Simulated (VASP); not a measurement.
TaAl3N4: single point with PBE

Crystal: TaAl3N4.

```
Ta Al N
1.0
    -2.35702    2.35702    4.71405
     2.35702   -2.35702    4.71405
     2.35702    2.35702   -4.71405
Ta Al N
1 3 4
Direct
  0.50000 0.50000 0.00000
  0.25000 0.75000 0.50000
  0.75000 0.25000 0.50000
  0.00000 0.00000 0.00000
  0.50000 0.00000 0.50000
  0.00000 0.50000 0.50000
  0.25000 0.25000 0.00000
  0.75000 0.75000 0.00000
```

| Property | Result |
| --- | --- |
| Program | VASP 6.6.1 |
| Task | single point |
| Functional | PBE |
| Potentials or basis | VASP PAW PBE potentials, release 64 (Ta_pv, Al, N) |
| Cutoff | 520 eV |
| k mesh | 6 × 6 × 6 |
| Occupations | gaussian, width 0.1 eV |
| Spin | no spin polarisation |

The pressure is -38.7 GPa and the largest force is 0.032 eV/Å. The band gap on the k mesh is zero (bands 20 and 21 overlap by 2.19 eV).

Forces in eV/Å, atoms in the order of the input:
```
Ta   0.000  0.000  0.000
Al   0.000  0.000  0.000
Al   0.000  0.000  0.000
Al   0.000  0.000  0.000
N    0.000  0.000  0.000
N    0.000  0.000  0.000
N    0.000  0.000 -0.032
N    0.000  0.000  0.032
```

Stress tensor (GPa, compression positive):
```
-40.13   0.00   0.00
  0.00 -40.13   0.00
  0.00   0.00 -35.96
```

Levels at points of the mesh, in eV from the Fermi level:
```
           k point  band 17  band 18  band 19  band 20  band 21  band 22
(0.00, 0.00, 0.00)    -2.37    -2.36    -2.36    -1.64    -1.21    -0.58
(0.50, 0.00, 0.00)    -3.39    -3.37    -2.85     0.03     0.56     0.83
(0.50, 0.50, 0.00)    -2.98    -2.91    -2.73     0.98     1.17     1.37
(0.50, 0.50, 0.50)    -3.51    -3.05    -3.05    -1.17    -1.06    -0.61
```

Wall time 3.7 min on 1 thread of Intel Xeon 8259CL, with other jobs on the host, peak memory 0.37 GiB.

Caveat: the cell stands under tension; spin-orbit coupling is left out, which moves the levels of the heavy elements.
